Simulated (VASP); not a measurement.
Crystal: Si4Ge3.

```
CELL_PARAMETERS angstrom
5.18150 2.99154 3.19867
-5.18150 2.99154 3.19867
0.00000 -5.98308 3.19867
ATOMIC_POSITIONS crystal
Si 0.83929 0.98214 0.55357
Si 0.26786 0.69643 0.41071
Si 0.55357 0.83929 0.98214
Si 0.41071 0.26786 0.69643
Si 0.98214 0.55357 0.83929
Si 0.69643 0.41071 0.26786
Si 0.87500 0.87500 0.87500
Si 0.12500 0.12500 0.12500
Ge 0.16071 0.01786 0.44643
Ge 0.73214 0.30357 0.58929
Ge 0.44643 0.16071 0.01786
Ge 0.58929 0.73214 0.30357
Ge 0.01786 0.44643 0.16071
Ge 0.30357 0.58929 0.73214
```

| Quantity | Value |
| --- | --- |
| Program | VASP 6.6.1 |
| Task | relaxation of cell and atoms |
| Functional | PBE |
| Potentials or basis | VASP PAW PBE potentials, release 64 (Si, Ge_d) |
| Cutoff | 600 eV |
| k mesh | 3 × 3 × 3 |
| Occupations | gaussian, width 0.2 eV |
| Spin | no spin polarisation |

At the start: pressure 1.6 GPa; volume 21.25 Å³/atom.

Task: Where does the relaxation end?

Result: Over 5 steps the energy falls by 4.7 meV/atom and the volume is 21.67 Å³/atom (+2.0 %); space group R3 (No. 146, to 0.1 Å) before and after.

Step by step:
| step | energy change (eV) | largest force (eV/Å) | pressure (GPa) | volume (Å³) |
| --- | --- | --- | --- | --- |
| 1 | 0.0000 | 0.4602 | 1.60 | 297.49 |
| 2 | -0.0499 | 0.1929 | -0.82 | 306.74 |
| 3 | -0.0527 | 0.2408 | -0.39 | 304.92 |
| 4 | -0.0639 | 0.0812 | -0.15 | 303.99 |
| 5 | -0.0655 | 0.0653 | 0.01 | 303.36 |

Final structure:
```
Si Ge
1.0
     5.21647    3.01173    3.21826
    -5.21647    3.01173    3.21826
     0.00000   -6.02346    3.21826
Si Ge
8 6
Direct
  0.84004 0.98048 0.55924
  0.26798 0.69640 0.41071
  0.55924 0.84004 0.98048
  0.41071 0.26798 0.69640
  0.98048 0.55924 0.84004
  0.69640 0.41071 0.26798
  0.87493 0.87493 0.87493
  0.12078 0.12078 0.12078
  0.16011 0.01757 0.44623
  0.73227 0.30364 0.58962
  0.44623 0.16011 0.01757
  0.58962 0.73227 0.30364
  0.01757 0.44623 0.16011
  0.30364 0.58962 0.73227
```

Caveat: the relaxation stopped at a loose force limit of 0.08 eV/Å, so its end isn't a converged minimum.
